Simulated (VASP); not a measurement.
# Pt (Im-3m) in VASP: notebook

Runs on Pt. Level: LDA. Tasks: single point.

All numbers are computed with VASP 6.6.1; they aren't measurements. Logs are shortened: lines on timing, memory, paths and dates and some standing lists are left out, and cuts for length are marked.

## Step 1: The cell of the first run

The structure is cubic, space group Im-3m (No. 229). Conventional cell: a = 3.104 Å, b = 3.104 Å, c = 3.104 Å, α = 90.00°, β = 90.00°, γ = 90.00°. Pt (site symmetry m-3m) has 14 Pt at 2.69 to 3.10 Å within 3.5 Å.

## Step 2: Single point, LDA, non-collinear spin, zero start, spin-orbit coupling

INCAR

```
SYSTEM = Pt
PREC = Accurate
ENCUT = 520
EDIFF = 1E-6
ISMEAR = -1
SIGMA = 0.05
LREAL = .False.
LASPH = .True.
NELM = 150
ALGO = Normal
ISIF = 2
LWAVE = .False.
LCHARG = .False.
LNONCOLLINEAR = .True.
MAGMOM = 0 0 0
LORBIT = 11
LSORBIT = .True.
GGA_COMPAT = .False.
LORBMOM = .True.
LMAXMIX = 4
NBANDS = 21
```

KPOINTS

```
regular mesh
0
Gamma
  19 19 19
  0 0 0
```

POSCAR

```
Pt
1.0
   -1.5519159796      1.5519159796      1.5519159796
    1.5519159796     -1.5519159796      1.5519159796
    1.5519159796      1.5519159796     -1.5519159796
Pt
1
Direct
    0.0000000000      0.0000000000      0.0000000000
```

Potentials or basis: VASP PAW LDA potentials, release 64 (Pt).

Launch:

```
> cat potpaw_LDA.64/Pt/POTCAR > POTCAR
> mpirun -np 1 vasp_ncl > vasp.out
```

OUTCAR:

```text
SYSTEM = Pt
   PREC = Accurate
   ENCUT = 520
   EDIFF = 1E-6
   ISMEAR = -1
   LREAL = .False.
   LASPH = .True.
   NELM = 150
   ISIF = 2
   LNONCOLLINEAR = .True.
   LORBIT = 11
   LSORBIT = .True.

 ion  position               nearest neighbor table
   1  0.000  0.000  0.000-

  LATTYP: Found a body centered cubic cell.
 ALAT       =     3.1038319592

  Lattice vectors:

 A1 = (  -1.5519159796,   1.5519159796,   1.5519159796)
 A2 = (   1.5519159796,  -1.5519159796,   1.5519159796)
 A3 = (   1.5519159796,   1.5519159796,  -1.5519159796)

Analysis of symmetry for initial positions (statically):
=====================================================================
 Subroutine PRICEL returns:
 Original cell was already a primitive cell.

 Routine SETGRP: Setting up the symmetry group for a
 body centered cubic supercell.

 Subroutine GETGRP returns: Found 48 space group operations
 (whereof 48 operations were pure point group operations)
 out of a pool of 48 trial point group operations.

The static configuration has the point symmetry O_h .

Analysis of symmetry for dynamics (positions and initial velocities):
=====================================================================
 Subroutine PRICEL returns:
 Original cell was already a primitive cell.

 Routine SETGRP: Setting up the symmetry group for a
 body centered cubic supercell.

 Subroutine GETGRP returns: Found 48 space group operations
 (whereof 48 operations were pure point group operations)
 out of a pool of 48 trial point group operations.

The dynamic configuration has the point symmetry O_h .

Analysis of structural, dynamic, and magnetic symmetry:
=====================================================================
 Subroutine PRICEL returns:
 Original cell was already a primitive cell.

 Routine SETGRP: Setting up the symmetry group for a
 body centered cubic supercell.

 Subroutine GETGRP returns: Found 48 space group operations
 (whereof 48 operations were pure point group operations)
 out of a pool of 48 trial point group operations.

The overall configuration has the point symmetry O_h .

 Subroutine INISYM returns: Found 48 space group operations
 (whereof 48 operations are pure point group operations),
 and found     1 'primitive' translations

----------------------------------------------------------------------------------------

                                     Primitive cell

  volume of cell :      14.9508

  direct lattice vectors                    reciprocal lattice vectors
    -1.551915980  1.551915980  1.551915980     0.000000000  0.322182390  0.322182390
     1.551915980 -1.551915980  1.551915980     0.322182390  0.000000000  0.322182390
     1.551915980  1.551915980 -1.551915980     0.322182390  0.322182390  0.000000000

  length of vectors
     2.687997326  2.687997326  2.687997326     0.455634706  0.455634706  0.455634706

  position of ions in fractional coordinates (direct lattice)
     0.000000000  0.000000000  0.000000000

  ion indices of the primitive-cell ions
   primitive index   ion index
                 1           1

----------------------------------------------------------------------------------------

 KPOINTS: regular mesh

Automatic generation of k-mesh.
 Grid dimensions read from file:
 generate k-points for:   19   19   19

 Generating k-lattice:

  Cartesian coordinates                     Fractional coordinates (reciprocal lattice)
     0.000000000  0.016956968  0.016956968     0.052631579  0.000000000  0.000000000
     0.016956968  0.000000000  0.016956968     0.000000000  0.052631579  0.000000000
     0.016956968  0.016956968  0.000000000     0.000000000  0.000000000  0.052631579

  Length of vectors
     0.023980774  0.023980774  0.023980774

  Shift w.r.t. Gamma in fractional coordinates (k-lattice)
     0.000000000  0.000000000  0.000000000

[... 40 lines left out ...]
 SYSTEM =  Pt
   PREC   = accura    normal or accurate (medium, high low for compatibility)
   ISTART =      0    job   : 0-new  1-cont  2-samecut
   ICHARG =      2    charge: 1-file 2-atom 10-const
   ISPIN  =      1    spin polarized calculation?
   LNONCOLLINEAR =      T non collinear calculations
   LSORBIT =      T    spin-orbit coupling
   LASPH  =      T    aspherical Exc in radial PAW
   ENCUT  =  520.0 eV  38.22 Ry    6.18 a.u.   5.00  5.00  5.00*2*pi/ulx,y,z
   NELM   =    150;   NELMIN=  2; NELMDL= -5     # of ELM steps
   EDIFF  = 0.1E-05   stopping-criterion for ELM
   LREAL  =      F    real-space projection
   EDIFFG = 0.1E-04   stopping-criterion for IOM
   NSW    =      0    number of steps for IOM
   IBRION =     -1    ionic relax: 0-MD 1-quasi-New 2-CG
   NFREE  =      0    steps in history (QN), initial steepest desc. (CG)
   ISIF   =      2    stress and relaxation
   ISYM   =      2    0-nonsym 1-usesym 2-fastsym
   POTIM  = 0.5000    time-step for ionic-motion
   TEBEG  =    0.0;   TEEND  =   0.0 temperature during run
   PSTRESS=    0.0 pullay stress
   NELECT =      10.0000    total number of electrons
   NUPDOWN=      -1.0000    fix difference up-down
   EMIN   =  10.00;   EMAX   =-10.00  energy-range for DOS
   EFERMI =   0.00;   METHOD = LEGACY
   ISMEAR =    -1;   SIGMA  =   0.05  broadening in eV -4-tet -1-fermi 0-gaus
   EFERMI_NEDOS =   21; number of points for ismear=-14 and -15
   IALGO  =     38    algorithm
   IMIX   =      4    mixing-type and parameters
     AMIX     =   0.40;   BMIX     =  1.00
     AMIX_MAG =   1.60;   BMIX_MAG =  1.00
  volume/ion in A,a.u.               =      14.95       100.89
  Fermi-wavevector in a.u.,A,eV,Ry     =   1.431704  2.705529 27.888908  2.049777
  Thomas-Fermi vector in A             =   2.551412
   LORBIT       =     11    0 simple, 1 ext, 2 COOP (PROOUT), +10 PAW based schemes
   GGA     = CA    functional components
   LHFCALC =     F    Hartree Fock is set to
   AEXX    =    0.0000 exact exchange contribution
   IVDW    =     0    specifies the selected vdW correction
   LEPSILON=     F    determine dielectric tensor
   LRPA    =     F    only Hartree local field effects (RPA)
  energy-cutoff  :      520.00
  volume of cell :       14.95
 maximum number of plane-waves:       840
   NGX =  9   NGY =  9   NGZ =  9

 number of electron      10.0000000 magnetization       0.0000000     -0.0000000      0.0000000

 number of electron      10.0000000 magnetization      -0.0000000     -0.0000000     -0.0000000

 number of electron      10.0000000 magnetization       0.0000000      0.0000000      0.0000000

 Free energy of the ion-electron system (eV)
  ---------------------------------------------------
  ext. energy  EPLUGINS =         0.00000000
  ---------------------------------------------------
  free energy    TOTEN  =        -7.77477014 eV

  energy without entropy =       -7.76549844  energy(sigma->0) =       -7.77013429

 E-fermi :  11.1465     XC(G=0): -13.7363

 val. band max:       11.1389988390   @ k =  -0.3684   0.4737   0.1579
 cond. band min:      11.1468939433   @ k =  -0.3684   0.4737   0.2105
 fundamental gap:      0.0078951044
 Fermi energy:        11.1465464337

 k-point     1 :       0.0000    0.0000    0.0000
  band No.  band energies     occupation
      1       0.9791      1.00000
      2       0.9791      1.00000
      3       6.8314      1.00000
      4       6.8314      1.00000
      5       6.8314      1.00000
      6       6.8314      1.00000
[... 565 lines left out ...]
     20      33.8304      0.00000
     21      36.5679      0.00000

 [... further k-points ...]
[... 5 lines left out ...]
  --------------------------------------------------------------------------------------
  -------------------------------------------------------------------------------------
  Total        0.0879200      0.0879200      0.0879200     -0.0000000      0.0000000      0.0000000
  in kB        9.4217990      9.4217990      9.4217990     -0.0000000      0.0000000      0.0000000
  external PRESSURE =       9.4217990 kB  Pullay stress =       0.0000000 kB

 VOLUME and BASIS-vectors are now :
 -----------------------------------------------------------------------------
  energy-cutoff  :      520.00
  volume of cell :       14.95
      direct lattice vectors                 reciprocal lattice vectors
    -1.551915980  1.551915980  1.551915980     0.000000000  0.322182390  0.322182390
     1.551915980 -1.551915980  1.551915980     0.322182390  0.000000000  0.322182390
     1.551915980  1.551915980 -1.551915980     0.322182390  0.322182390  0.000000000

 POSITION                                       TOTAL-FORCE (eV/Angst)
 -----------------------------------------------------------------------------------
      0.00000      0.00000      0.00000        -0.000000      0.000000     -0.000000
 -----------------------------------------------------------------------------------
    total drift:                                0.000000     -0.000000      0.000000

  FREE ENERGIE OF THE ION-ELECTRON SYSTEM (eV)
  ---------------------------------------------------
  free  energy   TOTEN  =        -7.7747701412 eV

  energy  without entropy=       -7.7654984426  energy(sigma->0) =       -7.77013429

 orbital moment (x)

 # of ion     p       d       tot
 ----------------------------------------
  1         0.000  -0.000  -0.000
 ----------------------------------------
            0.000  -0.000  -0.000

 orbital moment (y)

 # of ion     p       d       tot
 ----------------------------------------
  1        -0.000   0.000   0.000
 ----------------------------------------
           -0.000   0.000   0.000

 orbital moment (z)

 # of ion     p       d       tot
 ----------------------------------------
  1         0.000   0.000   0.000
 ----------------------------------------
            0.000   0.000   0.000

 Spin-Orbit-Coupling matrix elements

 Ion:    1  E_soc:     -0.7800800
 l=   1
     0.0000000    -0.0340465    -0.0340465
    -0.0340465     0.0000000    -0.0340465
    -0.0340465    -0.0340465     0.0000000
 l=   2
     0.0000000    -0.0181463     0.0000000    -0.0181463    -0.0778205
    -0.0181463     0.0000000    -0.0583653    -0.0181463    -0.0194551
     0.0000000    -0.0583653     0.0000000    -0.0583653     0.0000000
    -0.0181463    -0.0181463    -0.0583653     0.0000000    -0.0194551
    -0.0778205    -0.0194551     0.0000000    -0.0194551     0.0000000
 l=   3
     0.0000000     0.0000000     0.0000000     0.0000000     0.0000000     0.0000000     0.0000000
     0.0000000     0.0000000     0.0000000     0.0000000     0.0000000     0.0000000     0.0000000
     0.0000000     0.0000000     0.0000000     0.0000000     0.0000000     0.0000000     0.0000000
     0.0000000     0.0000000     0.0000000     0.0000000     0.0000000     0.0000000     0.0000000
     0.0000000     0.0000000     0.0000000     0.0000000     0.0000000     0.0000000     0.0000000
     0.0000000     0.0000000     0.0000000     0.0000000     0.0000000     0.0000000     0.0000000
     0.0000000     0.0000000     0.0000000     0.0000000     0.0000000     0.0000000     0.0000000

 total charge

# of ion       s       p       d       tot
------------------------------------------
    1        0.654   0.621   8.070   9.345

 magnetization (x)

# of ion       s       p       d       tot
------------------------------------------
    1        0.000   0.000  -0.000   0.000

 magnetization (y)

# of ion       s       p       d       tot
------------------------------------------
    1        0.000  -0.000   0.000   0.000

 magnetization (z)

# of ion       s       p       d       tot
------------------------------------------
    1        0.000   0.000  -0.000   0.000
```

Wall time 2.8 min (1 thread of Intel Xeon 8259CL, shared host); peak memory 0.22 GiB.

Results:

```
Free energy                                           : -7.7748 eV
Pressure                                              : 0.9 GPa
Net moment                                            : 0.00 μB per cell
Valence electrons inside the program's atomic spheres : Pt 9.35
```

Moments on the atoms (μB; x, y, z):
```
Pt  0.00 0.00 0.00
```

## Step 3: Single point, LDA, non-collinear spin, zero start, spin-orbit coupling

INCAR, as its differences from that of step 2:

```diff
@@ -12,4 +12,3 @@
 LWAVE = .False.
-LCHARG = .False.
-LNONCOLLINEAR = .True.
+LCHARG = .True.
 MAGMOM = 0 0 0
@@ -20,2 +19,4 @@
 LMAXMIX = 4
+GGA = CA
+LVHAR = .True.
 NBANDS = 21
```

KPOINTS is that of step 2.

POSCAR is that of step 2.

Potentials or basis: VASP PAW LDA potentials, release 64 (Pt).

Launch:

```
> cat potpaw_LDA.64/Pt/POTCAR > POTCAR
> mpirun -np 1 vasp_ncl > vasp.out
```

It took 2.5 min on 1 thread of Intel Xeon 8259CL, shared host; peak memory 0.22 GiB.

It converged, with:

* Free energy: -7.7748 eV
* Pressure: 0.9 GPa
* Net moment: 0.00 μB per cell
* Valence electrons inside the program's atomic spheres: Pt 9.35

Moments on the atoms (μB; x, y, z):
```
Pt  0.00 0.00 0.00
```
